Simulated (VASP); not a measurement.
# AlNi3 (Pm-3m) in VASP: settings compared

Aim: see how the results for AlNi3 move with the level of theory and the settings. Levels: PBEsol, PBE. Tasks: single point.

All numbers are computed with VASP 6.6.1; they aren't measurements. Logs are shortened: lines on timing, memory, paths and dates and some standing lists are left out, and cuts for length are marked.

### 1 The cell of the first run

It takes space group Pm-3m (No. 221, cubic). The conventional cell has a = 3.523 Å, b = 3.523 Å, c = 3.523 Å, α = 90.00°, β = 90.00°, γ = 90.00°. Within 3.3 Å of Ni (site symmetry 4/mmm) lie 8 Ni at 2.49 Å and 4 Al at 2.49 Å. Al (site symmetry m-3m) has 12 Ni at 2.49 Å within 3.3 Å.

### 2 Single point, PBEsol, collinear spin, ferromagnetic start

The input, INCAR:

```
SYSTEM = AlNi3
PREC = Accurate
ENCUT = 520
EDIFF = 1E-6
ISMEAR = -1
SIGMA = 0.05
LREAL = .FALSE.
LASPH = .TRUE.
NELM = 150
ALGO = Normal
ISIF = 2
LWAVE = .FALSE.
LCHARG = .FALSE.
ISPIN = 2
MAGMOM = 1 1 1 0
LORBIT = 11
LMAXMIX = 4
GGA = PS
NBANDS = 28
```

The input, KPOINTS:

```
regular mesh
0
G
  8 8 8
  0 0 0
```

The input, POSCAR:

```
AlNi3
1.0
    3.5230547267      0.0000000000      0.0000000000
    0.0000000000      3.5230547267      0.0000000000
    0.0000000000      0.0000000000      3.5230547267
Ni Al
3 1
Direct
    0.5000000000      0.5000000000      0.0000000000
    0.5000000000      0.0000000000      0.5000000000
    0.0000000000      0.5000000000      0.5000000000
    0.0000000000      0.0000000000      0.0000000000
```

Potentials or basis: VASP PAW PBE potentials, release 64 (Ni, Al).

Started as:

```
$ cat potpaw_PBE.64/Ni/POTCAR potpaw_PBE.64/Al/POTCAR > POTCAR
$ mpirun -np 1 vasp_std > vasp.out
```

OUTCAR:

```text
SYSTEM = AlNi3
   PREC = Accurate
   ENCUT = 520
   EDIFF = 1E-6
   ISMEAR = -1
   LREAL = .FALSE.
   LASPH = .TRUE.
   NELM = 150
   ISIF = 2
   ISPIN = 2
   LORBIT = 11
   GGA = PS

 ion  position               nearest neighbor table
   1  0.500  0.500  0.000-   2 2.49   3 2.49   4 2.49   2 2.49   3 2.49   2 2.49   4 2.49   2 2.49
                             3 2.49   4 2.49   3 2.49   4 2.49
   2  0.500  0.000  0.500-   1 2.49   3 2.49   4 2.49   1 2.49   4 2.49   1 2.49   3 2.49   1 2.49
                             3 2.49   4 2.49   4 2.49   3 2.49
   3  0.000  0.500  0.500-   1 2.49   2 2.49   4 2.49   1 2.49   4 2.49   2 2.49   4 2.49   4 2.49
                             1 2.49   2 2.49   1 2.49   2 2.49
   4  0.000  0.000  0.000-   1 2.49   2 2.49   3 2.49   2 2.49   3 2.49   1 2.49   3 2.49   3 2.49
                             1 2.49   2 2.49   2 2.49   1 2.49

  LATTYP: Found a simple cubic cell.
 ALAT       =     3.5230547267

  Lattice vectors:

 A1 = (   3.5230547267,   0.0000000000,   0.0000000000)
 A2 = (   0.0000000000,   3.5230547267,   0.0000000000)
 A3 = (   0.0000000000,   0.0000000000,   3.5230547267)

Analysis of symmetry for initial positions (statically):
=====================================================================
 Subroutine PRICEL returns:
 Original cell was already a primitive cell.

 Routine SETGRP: Setting up the symmetry group for a
 simple cubic supercell.

 Subroutine GETGRP returns: Found 48 space group operations
 (whereof 48 operations were pure point group operations)
 out of a pool of 48 trial point group operations.

The static configuration has the point symmetry O_h .

Analysis of symmetry for dynamics (positions and initial velocities):
=====================================================================
 Subroutine PRICEL returns:
 Original cell was already a primitive cell.

 Routine SETGRP: Setting up the symmetry group for a
 simple cubic supercell.

 Subroutine GETGRP returns: Found 48 space group operations
 (whereof 48 operations were pure point group operations)
 out of a pool of 48 trial point group operations.

The dynamic configuration has the point symmetry O_h .

Analysis of structural, dynamic, and magnetic symmetry:
=====================================================================
 Subroutine PRICEL returns:
 Original cell was already a primitive cell.

 Routine SETGRP: Setting up the symmetry group for a
 simple cubic supercell.

 Subroutine GETGRP returns: Found 48 space group operations
 (whereof 48 operations were pure point group operations)
 out of a pool of 48 trial point group operations.

The overall configuration has the point symmetry O_h .

 Subroutine INISYM returns: Found 48 space group operations
 (whereof 48 operations are pure point group operations),
 and found     1 'primitive' translations

----------------------------------------------------------------------------------------

                                     Primitive cell

  volume of cell :      43.7279

  direct lattice vectors                    reciprocal lattice vectors
     3.523054727  0.000000000  0.000000000     0.283844583  0.000000000  0.000000000
     0.000000000  3.523054727  0.000000000     0.000000000  0.283844583  0.000000000
     0.000000000  0.000000000  3.523054727     0.000000000  0.000000000  0.283844583

  length of vectors
     3.523054727  3.523054727  3.523054727     0.283844583  0.283844583  0.283844583

  position of ions in fractional coordinates (direct lattice)
     0.500000000  0.500000000  0.000000000
     0.500000000  0.000000000  0.500000000
     0.000000000  0.500000000  0.500000000
     0.000000000  0.000000000  0.000000000

  ion indices of the primitive-cell ions
   primitive index   ion index
                 1           1
                 2           2
                 3           3
                 4           4

----------------------------------------------------------------------------------------

 KPOINTS: regular mesh

Automatic generation of k-mesh.
 Grid dimensions read from file:
 generate k-points for:    8    8    8

 Generating k-lattice:

  Cartesian coordinates                     Fractional coordinates (reciprocal lattice)
     0.035480573  0.000000000  0.000000000     0.125000000  0.000000000  0.000000000
     0.000000000  0.035480573  0.000000000     0.000000000  0.125000000  0.000000000
     0.000000000  0.000000000  0.035480573     0.000000000  0.000000000  0.125000000

  Length of vectors
     0.035480573  0.035480573  0.035480573

  Shift w.r.t. Gamma in fractional coordinates (k-lattice)
     0.000000000  0.000000000  0.000000000

 Subroutine IBZKPT returns following result:
 ===========================================

 Found     35 irreducible k-points:

 Following reciprocal coordinates:
            Coordinates               Weight
  0.000000  0.000000  0.000000      1.000000
  0.125000  0.000000  0.000000      6.000000
  0.250000  0.000000  0.000000      6.000000
  0.375000  0.000000  0.000000      6.000000
  0.500000  0.000000  0.000000      3.000000
  0.125000  0.125000  0.000000     12.000000
[... 16 lines left out ...]
  0.375000  0.375000  0.125000     24.000000
  0.500000  0.375000  0.125000     24.000000
 [... further k-points ...]
   k-points           NKPTS =     35   k-points in BZ     NKDIM =     35   number of bands    NBANDS=     28
   number of dos      NEDOS =    301   number of ions     NIONS =      4
   total plane-waves  NPLWV =  21952
   dimension x,y,z NGX =    28 NGY =   28 NGZ =   28
   dimension x,y,z NGXF=    56 NGYF=   56 NGZF=   56
   ions per type =               3   1
   NGX,Y,Z   is equivalent  to a cutoff of  13.21, 13.21, 13.21 a.u.
   NGXF,Y,Z  is equivalent  to a cutoff of  26.43, 26.43, 26.43 a.u.
 SYSTEM =  AlNi3
   PREC   = accura    normal or accurate (medium, high low for compatibility)
   ISTART =      0    job   : 0-new  1-cont  2-samecut
   ICHARG =      2    charge: 1-file 2-atom 10-const
   ISPIN  =      2    spin polarized calculation?
   LNONCOLLINEAR =      F non collinear calculations
   LSORBIT =      F    spin-orbit coupling
   LASPH  =      T    aspherical Exc in radial PAW
   ENCUT  =  520.0 eV  38.22 Ry    6.18 a.u.   6.55  6.55  6.55*2*pi/ulx,y,z
   NELM   =    150;   NELMIN=  2; NELMDL= -5     # of ELM steps
   EDIFF  = 0.1E-05   stopping-criterion for ELM
   LREAL  =      F    real-space projection
   EDIFFG = 0.1E-04   stopping-criterion for IOM
   NSW    =      0    number of steps for IOM
   IBRION =     -1    ionic relax: 0-MD 1-quasi-New 2-CG
   NFREE  =      0    steps in history (QN), initial steepest desc. (CG)
   ISIF   =      2    stress and relaxation
   ISYM   =      2    0-nonsym 1-usesym 2-fastsym
   POTIM  = 0.5000    time-step for ionic-motion
   TEBEG  =    0.0;   TEEND  =   0.0 temperature during run
   PSTRESS=    0.0 pullay stress
   NELECT =      33.0000    total number of electrons
   NUPDOWN=      -1.0000    fix difference up-down
   EMIN   =  10.00;   EMAX   =-10.00  energy-range for DOS
   EFERMI =   0.00;   METHOD = LEGACY
   ISMEAR =    -1;   SIGMA  =   0.05  broadening in eV -4-tet -1-fermi 0-gaus
   EFERMI_NEDOS =   21; number of points for ismear=-14 and -15
   IALGO  =     38    algorithm
   IMIX   =      4    mixing-type and parameters
     AMIX     =   0.40;   BMIX     =  1.00
     AMIX_MAG =   1.60;   BMIX_MAG =  1.00
  volume/ion in A,a.u.               =      10.93        73.77
  Fermi-wavevector in a.u.,A,eV,Ry     =   1.490482  2.816603 30.225843  2.221537
  Thomas-Fermi vector in A             =   2.603258
   LORBIT       =     11    0 simple, 1 ext, 2 COOP (PROOUT), +10 PAW based schemes
   GGA     = PS    functional components
   LHFCALC =     F    Hartree Fock is set to
   AEXX    =    0.0000 exact exchange contribution
   IVDW    =     0    specifies the selected vdW correction
   LEPSILON=     F    determine dielectric tensor
   LRPA    =     F    only Hartree local field effects (RPA)
 spin polarized calculation
  energy-cutoff  :      520.00
  volume of cell :       43.73
 maximum number of plane-waves:      1208
 NGX is ok and might be reduce to    28
   NGX = 13   NGY = 13   NGZ = 13

 number of electron      32.9999981 magnetization       0.6240167

 Free energy of the ion-electron system (eV)
  ---------------------------------------------------
  ext. energy  EPLUGINS =         0.00000000
  ---------------------------------------------------
  free energy    TOTEN  =       -24.30325611 eV

  energy without entropy =      -24.27127957  energy(sigma->0) =      -24.28726784

 E-fermi :   9.7620     XC(G=0): -13.0032

 val. band max:        9.7558946516   @ k =   0.3750   0.2500   0.1250
 cond. band min:       9.7745772540   @ k =   0.2500   0.2500   0.0000
 fundamental gap:      0.0186826024
 Fermi energy:         9.7620084305

 spin component 1

 k-point     1 :       0.0000    0.0000    0.0000
  band No.  band energies     occupation
      1      -0.4095      1.00000
      2       5.2911      1.00000
      3       5.9788      1.00000
      4       5.9788      1.00000
      5       6.3563      1.00000
      6       6.3563      1.00000
[... 733 lines left out ...]
     27      24.8275      0.00000
     28      25.0735      0.00000

 [... further k-points ...]

 spin component 2

 k-point     1 :       0.0000    0.0000    0.0000
  band No.  band energies     occupation
      1      -0.4264      1.00000
      2       5.3755      1.00000
      3       6.1128      1.00000
      4       6.1128      1.00000
      5       6.5925      1.00000
      6       6.5925      1.00000
[... 733 lines left out ...]
     27      24.8116      0.00000
     28      25.1040      0.00000

 [... further k-points ...]

------------------------ aborting loop because EDIFF is reached ----------------------------------------

  FORCE on cell =-STRESS in cart. coord.  units (eV):
  Direction    XX          YY          ZZ          XY          YZ          ZX
  --------------------------------------------------------------------------------------
  -------------------------------------------------------------------------------------
  Total       -0.1546103     -0.1546103     -0.1546103      0.0000000     -0.0000000      0.0000000
  in kB       -5.6648813     -5.6648813     -5.6648813      0.0000000     -0.0000000      0.0000000
  external PRESSURE =      -5.6648813 kB  Pullay stress =       0.0000000 kB

 VOLUME and BASIS-vectors are now :
 -----------------------------------------------------------------------------
  energy-cutoff  :      520.00
  volume of cell :       43.73
      direct lattice vectors                 reciprocal lattice vectors
     3.523054727  0.000000000  0.000000000     0.283844583  0.000000000  0.000000000
     0.000000000  3.523054727  0.000000000     0.000000000  0.283844583  0.000000000
     0.000000000  0.000000000  3.523054727     0.000000000  0.000000000  0.283844583

 POSITION                                       TOTAL-FORCE (eV/Angst)
 -----------------------------------------------------------------------------------
      1.76153      1.76153      0.00000         0.000000      0.000000      0.000000
      1.76153      0.00000      1.76153         0.000000      0.000000      0.000000
      0.00000      1.76153      1.76153         0.000000      0.000000      0.000000
      0.00000      0.00000      0.00000         0.000000      0.000000      0.000000
 -----------------------------------------------------------------------------------
    total drift:                                0.000000      0.000000      0.000000

  FREE ENERGIE OF THE ION-ELECTRON SYSTEM (eV)
  ---------------------------------------------------
  free  energy   TOTEN  =       -24.3032561139 eV

  energy  without entropy=      -24.2712795657  energy(sigma->0) =      -24.28726784

 total charge

# of ion       s       p       d       tot
------------------------------------------
    1        0.511   0.549   8.397   9.456
    2        0.511   0.549   8.397   9.456
    3        0.511   0.549   8.397   9.456
    4        0.410   0.404   0.000   0.813
--------------------------------------------------
tot          1.941   2.051  25.190  29.182

 magnetization (x)

# of ion       s       p       d       tot
------------------------------------------
    1       -0.002  -0.007   0.229   0.220
    2       -0.002  -0.007   0.229   0.220
    3       -0.002  -0.007   0.229   0.220
    4       -0.000  -0.007   0.000  -0.007
--------------------------------------------------
tot         -0.008  -0.028   0.687   0.652
```

Wall time 38 s (1 thread of Intel Xeon 6975P-C (Granite Rapids), shared host); peak memory 0.21 GiB.

What came out:

| Item | Value |
| --- | --- |
| Free energy | -24.3033 eV |
| Pressure | -0.6 GPa |
| Net moment | 0.62 μB per cell |
| Site moments | Ni +0.22; Al -0.01 μB |
| Valence electrons inside the program's atomic spheres | Ni 9.46; Al 0.81 |

Caveat: the PAW data sets were made with another functional, which shifts forces and pressure a little.

### 3 Single point, PBE

The input, INCAR:

```
SYSTEM = AlNi3
ALGO = Normal ; EDIFF = 1E-6
ENCUT = 520 ; GGA = PE
ISIF = 2 ; ISMEAR = -1
LASPH = .True. ; LCHARG = .True.
LELF = .True. ; LREAL = .False.
LVHAR = .True. ; LWAVE = .False.
NBANDS = 24 ; NELM = 80
PREC = Accurate ; SIGMA = 0.05
```

The input, KPOINTS:

```
k-points
0
Gamma
  8 8 8
  0 0 0
```

POSCAR is that of step 2.

Potentials or basis: VASP PAW PBE potentials, release 64 (Ni, Al).

Started as:

```
$ cat potpaw_PBE.64/Ni/POTCAR potpaw_PBE.64/Al/POTCAR > POTCAR
$ mpirun -np 1 vasp_std > vasp.out
```

Run time: 15 s. Hardware: 1 thread of Intel Xeon 6975P-C (Granite Rapids), shared host; peak memory 0.17 GiB.

The run converged. Its results:

```
Free energy : -21.8633 eV
Pressure    : 7.1 GPa
```

Levels at points of the mesh, in eV from the Fermi level:
| k point | band 13 | band 14 | band 15 | band 16 | band 17 | band 18 | band 19 | band 20 | band 21 | band 22 |
| --- | --- | --- | --- | --- | --- | --- | --- | --- | --- | --- |
| (0.00, 0.00, 0.00) | -0.08 | 0.18 | 0.18 | 0.18 | 0.89 | 0.89 | 0.89 | 6.81 | 6.81 | 7.63 |
| (0.50, 0.00, 0.00) | -1.07 | -1.07 | -0.92 | -0.39 | 0.18 | 5.71 | 5.71 | 5.74 | 5.74 | 6.60 |
| (0.50, 0.50, 0.00) | -1.22 | -1.14 | -0.86 | -0.77 | -0.49 | 1.06 | 1.06 | 8.37 | 8.37 | 8.41 |
| (0.50, 0.50, 0.50) | -1.23 | -0.97 | -0.97 | -0.19 | -0.03 | -0.03 | -0.03 | 3.65 | 4.30 | 4.30 |
